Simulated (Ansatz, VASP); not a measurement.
**One calculation of Ta4O, two programs**

Contents of INCAR:

```
ALGO = Normal ; EDIFF = 1E-6
ENCUT = 700 ; GGA = PS
GGA_COMPAT = F ; ISIF = 2
ISMEAR = 0 ; LASPH = T
LCHARG = F ; LREAL = F
LWAVE = F ; NBANDS = 37
NELM = 120 ; PREC = Accurate
SIGMA = 0.1
```

KPOINTS

```
k-points
0
Gamma
  1 1 1
```

The input POSCAR:

```
Ta4O
1.0
    3.2320470291     -0.0152481768      0.0288595295
   -0.0152481768      3.2607564900     -0.0239794059
    0.0656424534     -0.0545423666      7.3830922482
Ta O
4 1
Direct
    0.0557881040      0.0175980815      0.4959207976
    0.5099888585      0.4844793375      0.7830196518
    0.4958958890      0.5104955771      0.2247411169
    0.0271957279      0.0119959521     -0.0099535760
    0.4860972249      0.4512680640      0.5148622201
```

Input for Ansatz:

```yaml
crystal:
  lattice:
    - [3.2320470291, -0.0152481768, 0.0288595295]
    - [-0.0152481768, 3.26075649, -0.0239794059]
    - [0.0656424534, -0.0545423666, 7.3830922482]
  atoms:
    - { symbol: Ta, position: [0.055788104, 0.0175980815, 0.4959207976] }
    - { symbol: Ta, position: [0.5099888585, 0.4844793375, 0.7830196518] }
    - { symbol: Ta, position: [0.495895889, 0.5104955771, 0.2247411169] }
    - { symbol: Ta, position: [0.0271957279, 0.0119959521, -0.009953576] }
    - { symbol: O, position: [0.4860972249, 0.451268064, 0.5148622201] }
basis:
  ecutwfc: 420
kpoints:
  mp_grid: { grid: [1, 1, 1] }
hamiltonian:
  xc: pbesol
scf:
  occupations: { method: gaussian, width: 0.1 }
output:
  forces: true
  stress: true
  eigenvalues: true
```

Change from the starting cell: kmesh displaced: [1, 1, 1] Gamma-centred.

Alike in both runs: task single point; functional PBEsol; k mesh 1 × 1 × 1; occupations gaussian, width 0.1 eV; no spin polarisation.

|  | VASP | Ansatz |
| --- | --- | --- |
| version | VASP 6.6.1 | Ansatz 0.2.0 |
| potentials or method | VASP PAW PBE potentials, release 64 (Ta_sv_GW, O), cutoff 700 eV | scalar-relativistic, plane waves, PAW |
| valence electrons in the cell | 58 | 58 |

```tsv
	VASP	Ansatz	Ansatz less VASP
gap on the k mesh at the Fermi level (eV)	0.04	0.04	0.000
least direct gap on the mesh (eV)	0.04	0.04	0.000
pressure (GPa)	0.1	0.4	+0.39
traceless stress, the component that is largest in VASP (GPa)	9.19	9.20	+0.016
rms of the force components (eV/Å)	2.100	2.103	+0.0031
```

VASP's potentials were made for PBE, not for PBEsol. Atom by atom the forces differ by 0.017 eV/Å (rms over components). With one functional, cell and mesh, what is left measures potentials, basis and numerics.

The k mesh is coarse, so the values compare programs but aren't converged. Spin-orbit coupling is off throughout.
